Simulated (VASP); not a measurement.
# K (Im-3m) in VASP: notebook, part 2 of 2

VASP 6.6.1.

### Step 5. Single point, revPBE

This run uses another cell than the first one, of 79.67 Å³/atom.

The input, INCAR:

```
SYSTEM = K
PREC     = Accurate       ! precision mode
ENCUT    = 520            ! plane-wave cutoff, eV
EDIFF    = 1E-6           ! SCF threshold, eV
ISMEAR   = -1             ! smearing method
SIGMA    = 0.1            ! smearing width, eV
LREAL    = .FALSE.        ! projectors in reciprocal space
LASPH    = .TRUE.         ! aspherical terms in the spheres
NELM     = 100            ! most SCF steps
ALGO     = Normal         ! electronic algorithm
ISIF     = 2              ! what is computed and relaxed
LWAVE    = .FALSE.        ! write WAVECAR
LCHARG   = .FALSE.        ! write CHGCAR
GGA      = RE             ! functional
NBANDS   = 10             ! bands
```

The input, KPOINTS:

```
Automatic mesh
0
G
  14 14 14
  0 0 0
```

The input, POSCAR:

```
K
1.0
   -2.7107253173      2.7107253173      2.7107253173
    2.7107253173     -2.7107253173      2.7107253173
    2.7107253173      2.7107253173     -2.7107253173
K
1
Direct
    0.0000000000      0.0000000000      0.0000000000
```

Potentials or basis: VASP PAW PBE potentials, release 64 (K_sv).

Started as:

```bash
$ cat potpaw_PBE.64/K_sv/POTCAR > POTCAR
$ mpirun -np 1 vasp_std > vasp.out
```

OUTCAR:

```text
SYSTEM = K
   PREC = Accurate
   ENCUT = 520
   EDIFF = 1E-6
   ISMEAR = -1
   LREAL = .FALSE.
   LASPH = .TRUE.
   NELM = 100
   ISIF = 2
   GGA = RE

 ion  position               nearest neighbor table
   1  0.000  0.000  0.000-

  LATTYP: Found a body centered cubic cell.
 ALAT       =     5.4214506346

  Lattice vectors:

 A1 = (  -2.7107253173,   2.7107253173,   2.7107253173)
 A2 = (   2.7107253173,  -2.7107253173,   2.7107253173)
 A3 = (   2.7107253173,   2.7107253173,  -2.7107253173)

Analysis of symmetry for initial positions (statically):
=====================================================================
 Subroutine PRICEL returns:
 Original cell was already a primitive cell.

 Routine SETGRP: Setting up the symmetry group for a
 body centered cubic supercell.

 Subroutine GETGRP returns: Found 48 space group operations
 (whereof 48 operations were pure point group operations)
 out of a pool of 48 trial point group operations.

The static configuration has the point symmetry O_h .

Analysis of symmetry for dynamics (positions and initial velocities):
=====================================================================
 Subroutine PRICEL returns:
 Original cell was already a primitive cell.

 Routine SETGRP: Setting up the symmetry group for a
 body centered cubic supercell.

 Subroutine GETGRP returns: Found 48 space group operations
 (whereof 48 operations were pure point group operations)
 out of a pool of 48 trial point group operations.

The dynamic configuration has the point symmetry O_h .

 Subroutine INISYM returns: Found 48 space group operations
 (whereof 48 operations are pure point group operations),
 and found     1 'primitive' translations

----------------------------------------------------------------------------------------

                                     Primitive cell

  volume of cell :      79.6740

  direct lattice vectors                    reciprocal lattice vectors
    -2.710725317  2.710725317  2.710725317     0.000000000  0.184452477  0.184452477
     2.710725317 -2.710725317  2.710725317     0.184452477  0.000000000  0.184452477
     2.710725317  2.710725317 -2.710725317     0.184452477  0.184452477  0.000000000

  length of vectors
     4.695113975  4.695113975  4.695113975     0.260855195  0.260855195  0.260855195

  position of ions in fractional coordinates (direct lattice)
     0.000000000  0.000000000  0.000000000

  ion indices of the primitive-cell ions
   primitive index   ion index
                 1           1

----------------------------------------------------------------------------------------

 KPOINTS: Automatic mesh

Automatic generation of k-mesh.
 Grid dimensions read from file:
 generate k-points for:   14   14   14

 Generating k-lattice:

  Cartesian coordinates                     Fractional coordinates (reciprocal lattice)
     0.000000000  0.013175177  0.013175177     0.071428571  0.000000000  0.000000000
     0.013175177  0.000000000  0.013175177     0.000000000  0.071428571  0.000000000
     0.013175177  0.013175177  0.000000000     0.000000000  0.000000000  0.071428571

  Length of vectors
     0.018632514  0.018632514  0.018632514

  Shift w.r.t. Gamma in fractional coordinates (k-lattice)
     0.000000000  0.000000000  0.000000000

 Subroutine IBZKPT returns following result:
 ===========================================

 Found    104 irreducible k-points:

 Following reciprocal coordinates:
            Coordinates               Weight
  0.000000  0.000000  0.000000      1.000000
  0.071429  0.000000  0.000000     12.000000
  0.142857  0.000000  0.000000     12.000000
  0.214286  0.000000  0.000000     12.000000
  0.285714  0.000000  0.000000     12.000000
  0.357143  0.000000  0.000000     12.000000
[... 16 lines left out ...]
  0.285714  0.285714  0.000000     24.000000
  0.357143  0.285714  0.000000     24.000000
 [... further k-points ...]
   k-points           NKPTS =    104   k-points in BZ     NKDIM =    104   number of bands    NBANDS=     10
   number of dos      NEDOS =    301   number of ions     NIONS =      1
   total plane-waves  NPLWV =  46656
   dimension x,y,z NGX =    36 NGY =   36 NGZ =   36
   dimension x,y,z NGXF=    72 NGYF=   72 NGZF=   72
   ions per type =               1
   NGX,Y,Z   is equivalent  to a cutoff of  12.75, 12.75, 12.75 a.u.
   NGXF,Y,Z  is equivalent  to a cutoff of  25.49, 25.49, 25.49 a.u.
 SYSTEM =  K
   PREC   = accura    normal or accurate (medium, high low for compatibility)
   ISTART =      0    job   : 0-new  1-cont  2-samecut
   ICHARG =      2    charge: 1-file 2-atom 10-const
   ISPIN  =      1    spin polarized calculation?
   LNONCOLLINEAR =      F non collinear calculations
   LSORBIT =      F    spin-orbit coupling
   LASPH  =      T    aspherical Exc in radial PAW
   ENCUT  =  520.0 eV  38.22 Ry    6.18 a.u.   8.73  8.73  8.73*2*pi/ulx,y,z
   NELM   =    100;   NELMIN=  2; NELMDL= -5     # of ELM steps
   EDIFF  = 0.1E-05   stopping-criterion for ELM
   LREAL  =      F    real-space projection
   EDIFFG = 0.1E-04   stopping-criterion for IOM
   NSW    =      0    number of steps for IOM
   IBRION =     -1    ionic relax: 0-MD 1-quasi-New 2-CG
   NFREE  =      0    steps in history (QN), initial steepest desc. (CG)
   ISIF   =      2    stress and relaxation
   ISYM   =      2    0-nonsym 1-usesym 2-fastsym
   POTIM  = 0.5000    time-step for ionic-motion
   TEBEG  =    0.0;   TEEND  =   0.0 temperature during run
   PSTRESS=    0.0 pullay stress
   NELECT =       9.0000    total number of electrons
   NUPDOWN=      -1.0000    fix difference up-down
   EMIN   =  10.00;   EMAX   =-10.00  energy-range for DOS
   EFERMI =   0.00;   METHOD = LEGACY
   ISMEAR =    -1;   SIGMA  =   0.10  broadening in eV -4-tet -1-fermi 0-gaus
   EFERMI_NEDOS =   21; number of points for ismear=-14 and -15
   IALGO  =     38    algorithm
   IMIX   =      4    mixing-type and parameters
     AMIX     =   0.40;   BMIX     =  1.00
     AMIX_MAG =   1.60;   BMIX_MAG =  1.00
  volume/ion in A,a.u.               =      79.67       537.67
  Fermi-wavevector in a.u.,A,eV,Ry     =   0.791377  1.495486  8.521026  0.626278
  Thomas-Fermi vector in A             =   1.896905
   LORBIT       =      0    0 simple, 1 ext, 2 COOP (PROOUT), +10 PAW based schemes
   GGA     = RE    functional components
   LHFCALC =     F    Hartree Fock is set to
   AEXX    =    0.0000 exact exchange contribution
   IVDW    =     0    specifies the selected vdW correction
   LEPSILON=     F    determine dielectric tensor
   LRPA    =     F    only Hartree local field effects (RPA)
 non-spin polarized calculation
  energy-cutoff  :      520.00
  volume of cell :       79.67
 maximum number of plane-waves:      2214
   NGX = 17   NGY = 17   NGZ = 17

 number of electron       8.9999998 magnetization

 Free energy of the ion-electron system (eV)
  ---------------------------------------------------
  ext. energy  EPLUGINS =         0.00000000
  ---------------------------------------------------
  free energy    TOTEN  =        -0.96040466 eV

  energy without entropy =       -0.93383112  energy(sigma->0) =       -0.94711789

 E-fermi :  -0.1786     XC(G=0):  -5.3472

 val. band max:       -0.2016643227   @ k =   0.2857   0.2143   0.0000
 cond. band min:      -0.1568101576   @ k =   0.3571   0.0714   0.0714
 fundamental gap:      0.0448541650
 Fermi energy:        -0.1786221805

 k-point     1 :       0.0000    0.0000    0.0000
  band No.  band energies     occupation
      1     -32.4574      2.00000
      2     -15.8799      2.00000
      3     -15.8799      2.00000
      4     -15.8799      2.00000
      5      -2.2184      2.00000
      6       4.0801      0.00000
      7       4.0801      0.00000
      8       4.0801      0.00000
      9       4.9234      0.00000
     10       4.9234      0.00000

 k-point     2 :       0.0714    0.0000    0.0000
  band No.  band energies     occupation
      1     -32.4572      2.00000
      2     -15.8824      2.00000
      3     -15.8808      2.00000
      4     -15.8799      2.00000
      5      -2.1591      2.00000
      6       3.9847      0.00000
      7       3.9955      0.00000
      8       4.1253      0.00000
      9       4.7971      0.00000
     10       4.9035      0.00000
[... 274 lines left out ...]
 k-point    24 :       0.3571    0.2857    0.0000
  band No.  band energies     occupation
      1     -32.4544      2.00000
      2     -15.9174      2.00000
      3     -15.9099      2.00000
      4     -15.8860      2.00000
      5       0.8310      0.00008
      6       0.9338      0.00003
      7       1.5985      0.00000
      8       4.1899      0.00000
      9       5.0147      0.00000
     10       5.1634      0.00000

 [... further k-points ...]
[... 5 lines left out ...]
  --------------------------------------------------------------------------------------
  -------------------------------------------------------------------------------------
  Total        0.0000129      0.0000129      0.0000129      0.0000000      0.0000000     -0.0000000
  in kB        0.0002585      0.0002585      0.0002585      0.0000000      0.0000000     -0.0000000
  external PRESSURE =       0.0002585 kB  Pullay stress =       0.0000000 kB

 VOLUME and BASIS-vectors are now :
 -----------------------------------------------------------------------------
  energy-cutoff  :      520.00
  volume of cell :       79.67
      direct lattice vectors                 reciprocal lattice vectors
    -2.710725317  2.710725317  2.710725317     0.000000000  0.184452477  0.184452477
     2.710725317 -2.710725317  2.710725317     0.184452477  0.000000000  0.184452477
     2.710725317  2.710725317 -2.710725317     0.184452477  0.184452477  0.000000000

 POSITION                                       TOTAL-FORCE (eV/Angst)
 -----------------------------------------------------------------------------------
      0.00000      0.00000      0.00000         0.000000      0.000000     -0.000000
 -----------------------------------------------------------------------------------
    total drift:                               -0.000000      0.000000      0.000000

  FREE ENERGIE OF THE ION-ELECTRON SYSTEM (eV)
  ---------------------------------------------------
  free  energy   TOTEN  =        -0.9604046621 eV

  energy  without entropy=       -0.9338311246  energy(sigma->0) =       -0.94711789
```

Run time: 75 s. Hardware: 1 thread of Intel Xeon 8259CL, shared host; peak memory 0.24 GiB.

Results:

```
Free energy            : -0.9604 eV
Pressure               : 0.0 GPa
Band gap on the k mesh : zero (an odd number of electrons rules out a gap without spin polarisation)
```

Caveat: the PAW data sets were made with another functional, which shifts forces and pressure a little.

### Step 6. Single point, revPBE (82.86 Å³/atom)

This run uses another cell than the first one, of 82.86 Å³/atom.

The input, INCAR:

```
SYSTEM = K
  PREC = Accurate
  ENCUT = 520
  EDIFF = 1E-6
  ISMEAR = -1
  SIGMA = 0.1
  LREAL = .False.
  LASPH = .True.
  NELM = 100
  ALGO = Normal
  ISIF = 2
  LWAVE = .False.
  LCHARG = .False.
  GGA = RE
  NBANDS = 10
```

The input, KPOINTS:

```
Automatic mesh
0
Gamma
  14 14 14
  0 0 0
```

The input, POSCAR:

```
K
1.0
   -2.7463968464      2.7463968464      2.7463968464
    2.7463968464     -2.7463968464      2.7463968464
    2.7463968464      2.7463968464     -2.7463968464
K
1
Direct
    0.0000000000      0.0000000000      0.0000000000
```

Potentials or basis: VASP PAW PBE potentials, release 64 (K_sv).

Started as:

```bash
$ cat potpaw_PBE.64/K_sv/POTCAR > POTCAR
$ mpirun -np 1 vasp_std > vasp.out
```

OUTCAR:

```text
SYSTEM = K
   PREC = Accurate
   ENCUT = 520
   EDIFF = 1E-6
   ISMEAR = -1
   LREAL = .False.
   LASPH = .True.
   NELM = 100
   ISIF = 2
   GGA = RE

 ion  position               nearest neighbor table
   1  0.000  0.000  0.000-

  LATTYP: Found a body centered cubic cell.
 ALAT       =     5.4927936928

  Lattice vectors:

 A1 = (  -2.7463968464,   2.7463968464,   2.7463968464)
 A2 = (   2.7463968464,  -2.7463968464,   2.7463968464)
 A3 = (   2.7463968464,   2.7463968464,  -2.7463968464)

Analysis of symmetry for initial positions (statically):
=====================================================================
 Subroutine PRICEL returns:
 Original cell was already a primitive cell.

 Routine SETGRP: Setting up the symmetry group for a
 body centered cubic supercell.

 Subroutine GETGRP returns: Found 48 space group operations
 (whereof 48 operations were pure point group operations)
 out of a pool of 48 trial point group operations.

The static configuration has the point symmetry O_h .

[... 153 lines left out ...]
  free energy    TOTEN  =        -0.95951472 eV

  energy without entropy =       -0.93243205  energy(sigma->0) =       -0.94597339

 E-fermi :  -0.2562     XC(G=0):  -5.2597

 val. band max:       -0.2792341147   @ k =   0.2857   0.2143  -0.0000
 cond. band min:      -0.2348423354   @ k =   0.3571   0.0714   0.0714
 fundamental gap:      0.0443917793
 Fermi energy:        -0.2561872964

 k-point     1 :       0.0000    0.0000    0.0000
  band No.  band energies     occupation
      1     -32.5633      2.00000
      2     -15.9876      2.00000
      3     -15.9876      2.00000
      4     -15.9876      2.00000
      5      -2.2440      2.00000
      6       3.9596      0.00000
      7       3.9596      0.00000
      8       3.9596      0.00000
      9       4.7818      0.00000
     10       4.7818      0.00000
[... 287 lines left out ...]
 k-point    24 :       0.3571    0.2857    0.0000
  band No.  band energies     occupation
      1     -32.5609      2.00000
      2     -16.0200      2.00000
      3     -16.0135      2.00000
      4     -15.9928      2.00000
      5       0.7387      0.00010
      6       0.8396      0.00003
      7       1.4883      0.00000
      8       3.9962      0.00000
      9       4.8631      0.00000
     10       5.0121      0.00000

 [... further k-points ...]
[... 5 lines left out ...]
  --------------------------------------------------------------------------------------
  -------------------------------------------------------------------------------------
  Total       -0.0583512     -0.0583512     -0.0583512      0.0000000      0.0000000     -0.0000000
  in kB       -1.1282643     -1.1282643     -1.1282643      0.0000000      0.0000000     -0.0000000
  external PRESSURE =      -1.1282643 kB  Pullay stress =       0.0000000 kB

 VOLUME and BASIS-vectors are now :
 -----------------------------------------------------------------------------
  energy-cutoff  :      520.00
  volume of cell :       82.86
      direct lattice vectors                 reciprocal lattice vectors
    -2.746396846  2.746396846  2.746396846     0.000000000  0.182056719  0.182056719
     2.746396846 -2.746396846  2.746396846     0.182056719  0.000000000  0.182056719
     2.746396846  2.746396846 -2.746396846     0.182056719  0.182056719  0.000000000

 POSITION                                       TOTAL-FORCE (eV/Angst)
 -----------------------------------------------------------------------------------
      0.00000      0.00000      0.00000         0.000000      0.000000      0.000000
 -----------------------------------------------------------------------------------
    total drift:                               -0.000000      0.000000      0.000000

  FREE ENERGIE OF THE ION-ELECTRON SYSTEM (eV)
  ---------------------------------------------------
  free  energy   TOTEN  =        -0.9595147197 eV

  energy  without entropy=       -0.9324320506  energy(sigma->0) =       -0.94597339
```

OSZICAR:

```text
N       E                     dE             d eps       ncg     rms          rms(c)
DAV:   1     0.457795783599E+02    0.45780E+02   -0.34466E+03  2080   0.668E+02
DAV:   2     0.691720293053E+00   -0.45088E+02   -0.44452E+02  2230   0.186E+02
DAV:   3    -0.894370264315E+00   -0.15861E+01   -0.15801E+01  3318   0.284E+01
DAV:   4    -0.952528038336E+00   -0.58158E-01   -0.58055E-01  2906   0.430E+00
DAV:   5    -0.953653952762E+00   -0.11259E-02   -0.11252E-02  3210   0.446E-01    0.148E+00
DAV:   6    -0.956839852475E+00   -0.31859E-02   -0.14017E-03  2762   0.265E-01    0.886E-01
DAV:   7    -0.959335923819E+00   -0.24961E-02   -0.32091E-03  2520   0.432E-01    0.547E-02
DAV:   8    -0.959510030935E+00   -0.17411E-03   -0.17238E-04  3036   0.129E-01    0.998E-03
DAV:   9    -0.959515041711E+00   -0.50108E-05   -0.75505E-06  2948   0.224E-02    0.383E-03
DAV:  10    -0.959514719655E+00    0.32206E-06   -0.40557E-07  2736   0.588E-03
   1 F= -.95951472E+00 E0= -.94597339E+00  d E =-.270827E-01
```

stdout:

```text
POSCAR found type information on POSCAR K
 POSCAR found :  1 types and       1 ions
 scaLAPACK will be used
 -----------------------------------------------------------------------------
|                                                                             |
|                                                                             |
|     You enforced a specific xc type in the INCAR file but a different       |
|     I HOPE YOU KNOW WHAT YOU ARE DOING!                                     |
|                                                                             |
 -----------------------------------------------------------------------------

 LDA part: xc-table for (Slater+PW92), standard interpolation
 POSCAR, INCAR and KPOINTS ok, starting setup
 FFT: planning ... GRIDC
 FFT: planning ... GRID_SOFT
 FFT: planning ... GRID
 WAVECAR not read
 entering main loop
```

It took 76 s on 1 thread of Intel Xeon 8259CL, shared host; peak memory 0.24 GiB.

What came out:

```
Free energy            : -0.9595 eV
Pressure               : -0.1 GPa
Band gap on the k mesh : zero (an odd number of electrons rules out a gap without spin polarisation)
```

Caveat: the PAW data sets were made with another functional, which shifts forces and pressure a little.

### Step 7. The runs side by side

| task | cell | k mesh | cutoff (eV) | gap on the mesh (eV) | pressure (GPa) |
| --- | --- | --- | --- | --- | --- |
| relaxation of cell and atoms | relaxed from a = 4.525 Å, angles 109.5°, 1 atom | 9 × 9 × 9 | 600 | none | 0.0 |
| single point | a = 4.566 Å, angles 109.5°, 1 atom | 14 × 14 × 14 | 520 | none | 0.3 |
| single point | a = 4.632 Å, angles 109.5°, 1 atom | 14 × 14 × 14 | 520 | none | 0.1 |
| single point | a = 4.695 Å, angles 109.5°, 1 atom | 14 × 14 × 14 | 520 | none | 0.0 |
| single point | a = 4.757 Å, angles 109.5°, 1 atom | 14 × 14 × 14 | 520 | none | -0.1 |

Alike in all rows: level revPBE; potentials or basis VASP PAW PBE potentials, release 64 (K_sv); no spin polarisation; smearing fermi-dirac 0.1 eV.

Caveats: the PAW data sets were made with another functional, which shifts forces and pressure a little.

Absolute energies hang on the potentials; compare differences alone.

The gap in the log of VASP goes by the Fermi energy; the results here count the filled bands.